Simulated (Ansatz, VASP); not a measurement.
Rb2BrCl: VASP beside Ansatz

```
Cl Br Rb
1.0
     2.37321    1.37018    7.76807
    -2.37321    1.37018    7.76807
     0.00000   -2.74035    7.76807
Cl Br Rb
1 1 2
Cartesian
  2.3732 1.3702 7.7681
  0.0000 0.0000 11.6521
  0.0000 0.0000 5.9137
  0.0000 0.0000 17.3905
```

Alike in both runs: task single point; functional PBE; k mesh 6 × 6 × 6; no spin polarisation.

|  | VASP | Ansatz |
| --- | --- | --- |
| version | VASP 6.6.1 | Ansatz 0.2.0 |
| potentials or method | VASP PAW PBE potentials, release 64 (Cl, Br, Rb_sv) | plane waves, PAW |
| plane-wave cutoff (eV) | 520 | 420 |
| occupations | gaussian, width 0.01 eV | fixed |
| valence electrons in the cell | 32 | 32 |

Ansatz gave:

| Quantity | Value |
| --- | --- |
| gap on the k mesh at the Fermi level (eV) | 4.52 |
| pressure (GPa) | 0.9 |
| rms of the force components (eV/Å) | 0.005 |

Problem. Which values does VASP return?

Solution. gap on the k mesh at the Fermi level (eV): 4.51; pressure (GPa): 1.0; rms of the force components (eV/Å): 0.005.

Atom by atom the forces differ by 0.000 eV/Å (rms over components).
